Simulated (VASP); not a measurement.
# Zn4Sn4P8H (a cell with a defect) in VASP: relaxation of the atoms with PBE

Aim: the relaxation of the atoms of Zn4Sn4P8H (a cell with a defect) with PBE.

Everything below comes from runs of VASP 6.6.1. Logs are shortened: lines on timing, memory, paths and dates and some standing lists are left out, and cuts for length are marked.

## Step 1: The cell of the first run

The cell holds a defect, 17 atoms: a = 6.996 Å, b = 6.996 Å, c = 8.064 Å, α = 90.00°, β = 90.00°, γ = 109.61°.

## Step 2: Relaxation of the atoms, PBE (with an interstitial atom)

Contents of INCAR:

```
PREC = Accurate
ENCUT = 450
EDIFF = 1E-7
ISMEAR = 0
SIGMA = 0.02
LREAL = F
LASPH = T
NELM = 120
ALGO = Normal
ISIF = 2
LWAVE = F
LCHARG = F
GGA = PE
IBRION = 2
NSW = 80
EDIFFG = -0.02
NELECT = 144.0
GGA_COMPAT = F
NELMIN = 4
KPAR = 2
NCORE = 2
```

Contents of KPOINTS:

```
Automatic mesh
0
Gamma
  2 2 2
  0.5 0.5 0.5
```

Contents of POSCAR:

```
Zn4Sn4P8H
1.0
    2.8511725737     -2.8511725737      5.7169940440
    2.8511725737     -2.8511725737     -5.7169940440
    5.7023451474      5.7023451474      0.0000000000
Zn Sn P H
4 4 8 1
Direct
    0.0000000000      0.5000000000      0.2500000000
    0.5000000000      0.0000000000      0.7500000000
    0.5000000000      0.5000000000      0.5000000000
    0.0000000000      0.0000000000      0.0000000000
    0.5000000000      0.0000000000      0.2500000000
    0.0000000000      0.5000000000      0.7500000000
    0.0000000000      0.0000000000      0.5000000000
    0.5000000000      0.5000000000      0.0000000000
    0.1138929909      0.8638929909      0.2388929909
    0.6138929909      0.3638929909      0.7388929909
    0.1138929909      0.3638929909      0.0111070091
    0.6138929909      0.8638929909      0.5111070091
    0.1361070091      0.3861070091      0.4888929909
    0.6361070091      0.8861070091      0.9888929909
    0.6361070091      0.3861070091      0.2611070091
    0.1361070091      0.8861070091      0.7611070091
    0.2867070601      0.2426104711      0.2271722920
```

Potentials or basis: VASP PAW PBE potentials, release 64 (Zn, Sn_d, P, H).

Started as:

```console
$ cat potpaw_PBE.64/Zn/POTCAR potpaw_PBE.64/Sn_d/POTCAR potpaw_PBE.64/P/POTCAR potpaw_PBE.64/H/POTCAR > POTCAR
$ mpirun -np 4 vasp_std > vasp.out
```

OUTCAR:

```text
PREC = Accurate
   ENCUT = 450
   EDIFF = 1E-7
   ISMEAR = 0
   LREAL = F
   LASPH = T
   NELM = 120
   ISIF = 2
   GGA = PE
   IBRION = 2
   NSW = 80
   EDIFFG = -0.02
   NELECT = 144.0
   NELMIN = 4

 ion  position               nearest neighbor table
   1  0.000  0.500  0.250-   9 2.40  11 2.40  13 2.40  15 2.40
   2  0.500  0.000  0.750-  10 2.40  12 2.40  14 2.40  16 2.40
   3  0.500  0.500  0.500-  10 2.40  12 2.40  13 2.40  15 2.40
   4  0.000  0.000  0.000-   9 2.40  11 2.40  14 2.40  16 2.40
   5  0.500  0.000  0.250-   9 2.55  12 2.55  14 2.55  15 2.55
   6  0.000  0.500  0.750-  10 2.55  11 2.55  13 2.55  16 2.55
[... 8 lines left out ...]
  15  0.636  0.386  0.261-   1 2.40   3 2.40   5 2.55   8 2.55
  16  0.136  0.886  0.761-   2 2.40   4 2.40   6 2.55   7 2.55
  17  0.287  0.243  0.227-

  LATTYP: Found a base centered orthorhombic cell.
 ALAT       =     8.0643338448
 B/A-ratio  =     1.4178465708
 C/A-ratio  =     1.0000000000

  Lattice vectors:

 A1 = (   2.8511725737,  -2.8511725737,   5.7169940440)
 A2 = (   2.8511725737,  -2.8511725737,  -5.7169940440)
 A3 = (   5.7023451474,   5.7023451474,   0.0000000000)

Analysis of symmetry for initial positions (statically):
=====================================================================
 Subroutine PRICEL returns:
 Original cell was already a primitive cell.

 Routine SETGRP: Setting up the symmetry group for a
 base centered orthorhombic supercell.

 Subroutine GETGRP returns: Found  1 space group operations
 (whereof  1 operations were pure point group operations)
 out of a pool of  8 trial point group operations.

The static configuration has the point symmetry C_1 .

Analysis of symmetry for dynamics (positions and initial velocities):
=====================================================================
 Subroutine PRICEL returns:
 Original cell was already a primitive cell.

 Routine SETGRP: Setting up the symmetry group for a
 base centered orthorhombic supercell.

 Subroutine GETGRP returns: Found  1 space group operations
 (whereof  1 operations were pure point group operations)
 out of a pool of  8 trial point group operations.

The dynamic configuration has the point symmetry C_1 .

 Subroutine INISYM returns: Found  1 space group operations
 (whereof  1 operations are pure point group operations),
 and found     1 'primitive' translations

----------------------------------------------------------------------------------------

[... 123 lines left out ...]
  Fermi-wavevector in a.u.,A,eV,Ry     =   1.193331  2.255068 19.375210  1.424038
  Thomas-Fermi vector in A             =   2.329347
   LORBIT       =      0    0 simple, 1 ext, 2 COOP (PROOUT), +10 PAW based schemes
   GGA     = PE    functional components
   LHFCALC =     F    Hartree Fock is set to
   AEXX    =    0.0000 exact exchange contribution
   IVDW    =     0    specifies the selected vdW correction
   LEPSILON=     F    determine dielectric tensor
   LRPA    =     F    only Hartree local field effects (RPA)
 conjugate gradient relaxation of ions
 non-spin polarized calculation
 Gauss-broadening in eV      SIGMA  =   0.02
  energy-cutoff  :      450.00
  volume of cell :      371.80
 maximum number of plane-waves:      8050
   NGX = 25   NGY = 25   NGZ = 27

--------------------------------------- Ionic step        1  -------------------------------------------

 number of electron     143.9999982 magnetization

 Free energy of the ion-electron system (eV)
  ---------------------------------------------------
  ext. energy  EPLUGINS =         0.00000000
  ---------------------------------------------------
  free energy    TOTEN  =       -71.69835653 eV

  energy without entropy =      -71.69835653  energy(sigma->0) =      -71.69835653

------------------------ aborting loop because EDIFF is reached ----------------------------------------

  FORCE on cell =-STRESS in cart. coord.  units (eV):
  Direction    XX          YY          ZZ          XY          YZ          ZX
  --------------------------------------------------------------------------------------
  -------------------------------------------------------------------------------------
  Total       -9.4654005     -8.0156510     -9.1142010     -1.1544543      0.3193581     -0.6553081
  in kB      -40.7891674    -34.5417746    -39.2757463     -4.9748798      1.3762070     -2.8239133
  external PRESSURE =     -38.2022294 kB  Pullay stress =       0.0000000 kB
[... 134 lines left out ...]
  FREE ENERGIE OF THE ION-ELECTRON SYSTEM (eV)
  ---------------------------------------------------
  free  energy   TOTEN  =       -71.9394841268 eV

  energy  without entropy=      -71.9394841268  energy(sigma->0) =      -71.93948413

[... ionic steps 4 to 74 ...]

--------------------------------------- Ionic step       75  -------------------------------------------

 number of electron     144.0000031 magnetization

------------------------ aborting loop because EDIFF is reached ----------------------------------------
[... 97 lines left out ...]
--------------------------------------- Ionic step       77  -------------------------------------------

 number of electron     144.0000032 magnetization

 Free energy of the ion-electron system (eV)
  ---------------------------------------------------
  ext. energy  EPLUGINS =         0.00000000
  ---------------------------------------------------
  free energy    TOTEN  =       -73.75893522 eV

  energy without entropy =      -73.75893522  energy(sigma->0) =      -73.75893522

 E-fermi :   4.0319     XC(G=0):  -9.3778

 val. band max:        3.9079417823   @ k =  -0.2500   0.2500   0.2500
 cond. band min:       5.6817628231   @ k =   0.2500  -0.2500   0.2500
 fundamental gap:      1.7738210408
 Fermi energy:         4.0318617766

 k-point     1 :       0.2500    0.2500    0.2500
  band No.  band energies     occupation
      1     -17.0874      2.00000
      2     -17.0728      2.00000
      3     -17.0670      2.00000
      4     -17.0556      2.00000
      5     -17.0456      2.00000
      6     -17.0371      2.00000
[... 337 lines left out ...]
     83       7.9585      0.00000
     84       8.2242      0.00000
 [bands above 84 left out]

------------------------ aborting loop because EDIFF is reached ----------------------------------------

  FORCE on cell =-STRESS in cart. coord.  units (eV):
  Direction    XX          YY          ZZ          XY          YZ          ZX
  --------------------------------------------------------------------------------------
  -------------------------------------------------------------------------------------
  Total       -4.3174214     -5.1023871     -4.9101874     -0.5939810     -0.4734714     -1.1539326
  in kB      -18.6050263    -21.9876720    -21.1594274     -2.5596373     -2.0403262     -4.9726319
  external PRESSURE =     -20.5840419 kB  Pullay stress =       0.0000000 kB
[... 32 lines left out ...]
  FREE ENERGIE OF THE ION-ELECTRON SYSTEM (eV)
  ---------------------------------------------------
  free  energy   TOTEN  =       -73.7589352232 eV

  energy  without entropy=      -73.7589352232  energy(sigma->0) =      -73.75893522

 reached required accuracy - stopping structural energy minimisation
```

OSZICAR:

```text
N       E                     dE             d eps       ncg     rms          rms(c)
DAV:   1     0.146406175487E+04    0.14641E+04   -0.57514E+04   702   0.191E+03
DAV:   2     0.202477226400E+03   -0.12616E+04   -0.12273E+04   688   0.558E+02
[... 663 lines left out ...]
DAV:   2    -0.737345133262E+02   -0.82130E-02   -0.85953E-02   896   0.117E+00    0.149E-01
DAV:   3    -0.737344877908E+02    0.25535E-04   -0.18288E-03   848   0.214E-01    0.122E-01
DAV:   4    -0.737344222926E+02    0.65498E-04   -0.35053E-04   952   0.160E-01    0.531E-02
DAV:   5    -0.737344323180E+02   -0.10025E-04   -0.15043E-04   832   0.109E-01    0.258E-02
DAV:   6    -0.737344350845E+02   -0.27665E-05   -0.19873E-05   848   0.250E-02    0.190E-02
DAV:   7    -0.737344335594E+02    0.15251E-05   -0.48570E-06   824   0.162E-02    0.623E-03
DAV:   8    -0.737344337309E+02   -0.17151E-06   -0.28809E-06   792   0.119E-02    0.174E-03
D
```

Wall time 47 min (4 MPI ranks of Intel Xeon Platinum 8259CL at 2.50GHz (Skylake/Cascade Lake), shared host); peak memory 0.27 GiB.

Results:

| Item | Value |
| --- | --- |
| Free energy | -73.7589 eV |
| Energy gained by relaxing | 121.2 meV/atom |
| Ionic steps | 77 |
| Largest force after relaxing | 0.018 eV/Å |

Forces on the atoms (eV/Å):
```
Zn   0.001  0.012  0.004
Zn   0.005  0.009  0.007
Zn  -0.002 -0.005  0.002
Zn  -0.010  0.006 -0.007
Sn  -0.009 -0.008 -0.001
Sn   0.011  0.013  0.000
Sn  -0.001 -0.002 -0.010
Sn   0.005 -0.004  0.002
P    0.002 -0.002  0.004
P   -0.003  0.004 -0.008
P    0.003  0.001  0.003
P    0.006 -0.010  0.007
P   -0.012 -0.006  0.006
P    0.006  0.000  0.001
P    0.003  0.010 -0.001
P    0.001 -0.004  0.000
H   -0.003 -0.014 -0.010
```

The path:
```
step  energy change (eV)  largest force (eV/Å)  pressure (GPa)
   1              0.0000                0.8872           -3.82
   3             -0.2411                1.4334           -3.48
   5             -0.4729                1.9994           -3.26
   7             -0.3958                6.5628           -0.74
   9             -1.0216                1.9309           -1.71
  11             -1.1066                1.8409           -2.15
  13             -1.2186                1.5598           -1.81
  15             -1.5446                0.6409           -2.17
  17             -1.5800                0.4881           -2.16
  19             -1.6390                0.2958           -2.10
  21             -1.6727                0.2058           -2.07
  23             -1.6988                0.2006           -2.09
  25             -1.7067                0.1875           -2.03
  27             -1.7141                0.1213           -2.04
  29             -1.7265                0.1220           -2.06
  31             -1.7373                0.1347           -2.10
  33             -1.7462                0.1733           -2.19
  35             -1.7513                0.3383           -2.28
  37             -1.7700                0.2775           -2.37
  39             -1.7725                0.3446           -2.41
  41             -1.7984                0.3134           -2.50
  43             -1.7381                1.3829           -2.97
  45             -1.8534                0.3669           -2.66
  47             -1.9031                0.2405           -2.58
  49             -1.9541                0.5518           -2.54
  51             -1.9866                0.3119           -2.33
  53             -2.0130                0.2023           -2.29
  55             -2.0273                0.3454           -2.14
  57             -2.0396                0.1583           -2.14
  59             -2.0487                0.1149           -2.06
  61             -2.0530                0.1746           -2.08
  63             -2.0555                0.0925           -2.05
  65             -2.0575                0.0719           -2.07
  67             -2.0586                0.0847           -2.05
  69             -2.0594                0.0520           -2.07
  71             -2.0600                0.0315           -2.06
  73             -2.0602                0.0412           -2.07
  75             -2.0604                0.0323           -2.06
  77             -2.0606                0.0176           -2.06
```

Final structure:
```
Zn Sn P H
1.0
     2.85117   -2.85117    5.71699
     2.85117   -2.85117   -5.71699
     5.70235    5.70235    0.00000
Zn Sn P H
4 4 8 1
Cartesian
  2.8312 -0.0457 -2.8429
  8.4088 0.0352 -2.9083
  5.9412 0.2970 -0.3571
  11.2810 0.0216 -0.0373
  5.4466 -2.8035 -2.7876
  8.4610 0.0417 2.7961
  8.4813 -2.8401 0.0124
  8.3488 2.8496 -0.0591
  4.0318 -1.4142 -4.3537
  6.8748 1.4643 1.4273
  1.3014 -1.2561 -1.4753
  7.0754 -1.3574 -1.5062
  4.1814 1.3558 -1.4949
  9.7925 1.2904 -1.4187
  4.0643 -1.5945 1.6380
  7.1559 1.4680 -4.3270
  4.6206 -0.5769 0.7953
```

Caveat: the cell carries a net charge on a neutralising background, which shifts energy and pressure; the cell differs from its parent crystal (with an interstitial atom); the cell is charged against a uniform background, so pressure and absolute levels hang on convention; spin-orbit coupling is left out, which moves the levels of the heavy elements.
